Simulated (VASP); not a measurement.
A run of VASP 6.6.1:

Contents of INCAR:

```
ALGO = Normal ; EDIFF = 1E-6
EDIFFG = -0.01 ; ENCUT = 520
GGA = PE ; IBRION = 2
ISIF = 2 ; ISMEAR = 0
LASPH = True ; LCHARG = False
LREAL = False ; LWAVE = False
NELM = 60 ; NSW = 50
PREC = Accurate ; SIGMA = 0.01
```

File KPOINTS:

```
k-points
0
Gamma
  8 8 8
```

File POSCAR:

```
CaB6
1.0
    4.1058333022      0.0000000000      0.0000000000
    0.0000000000      4.1058333022      0.0000000000
    0.0000000000      0.0000000000      4.1058333022
Ca B
1 6
Direct
    0.5000000000      0.5000000000      0.5000000000
    0.0000000000      0.0000000000      0.2982058821
    0.0000000000      0.0000000000      0.7017941179
    0.2982058821      0.0000000000      0.0000000000
    0.7017941179      0.0000000000      0.0000000000
    0.0000000000      0.2982058821      0.0000000000
    0.0000000000      0.7017941179      0.0000000000
```

Potentials or basis: VASP PAW PBE potentials, release 64 (Ca_sv, B).

Command:

```bash
$ cat potpaw_PBE.64/Ca_sv/POTCAR potpaw_PBE.64/B/POTCAR > POTCAR
$ mpirun -np 1 vasp_std > vasp.out
```

Hardware: 1 thread of Intel(R) Xeon(R) Platinum 8259CL CPU @ 2.50GHz (Skylake/Cascade Lake), on a shared host.

Estimate the wall time of this run.

It took 56 s on 1 thread of Intel(R) Xeon(R) Platinum 8259CL CPU @ 2.50GHz (Skylake/Cascade Lake), on a shared host, peak memory 0.2 GiB. Counts: scf iterations 28, k points 35, ion steps 3.
